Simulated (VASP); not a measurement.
Input of a VASP 6.6.1 run:

Contents of INCAR:

```
SYSTEM = Y
PREC     = Accurate       ! precision mode
ENCUT    = 520            ! plane-wave cutoff, eV
EDIFF    = 1E-7           ! SCF threshold, eV
ISMEAR   = -1             ! smearing method
SIGMA    = 0.13605693000000002 ! smearing width, eV
LREAL    = .FALSE.        ! projectors in reciprocal space
LASPH    = .TRUE.         ! aspherical terms in the spheres
NELM     = 100            ! most SCF steps
ALGO     = Normal         ! electronic algorithm
ISIF     = 2              ! what is computed and relaxed
LWAVE    = .FALSE.        ! write WAVECAR
LCHARG   = .TRUE.         ! write CHGCAR
LELF     = .TRUE.         ! ELF
LVHAR    = .TRUE.       
NBANDS   = 12             ! bands
```

Contents of KPOINTS:

```
Automatic mesh
0
G
  11 11 11
  0 0 0
```

POSCAR

```
Y
1.0
    3.1401303582      0.0000000000      0.0000000000
    0.0000000000      3.1401303582      0.0000000000
    0.0000000000      0.0000000000      3.1401303582
Y
1
Direct
    0.0000000000      0.0000000000      0.0000000000
```

Potentials or basis: VASP PAW LDA potentials, release 64 (Y_sv).

Run with:

```sh
$ cat potpaw_LDA.64/Y_sv/POTCAR > POTCAR
$ mpirun -np 1 vasp_std > vasp.out
```

(1) What does it give for the pressure?

Results:

(1) 0.0 GPa.
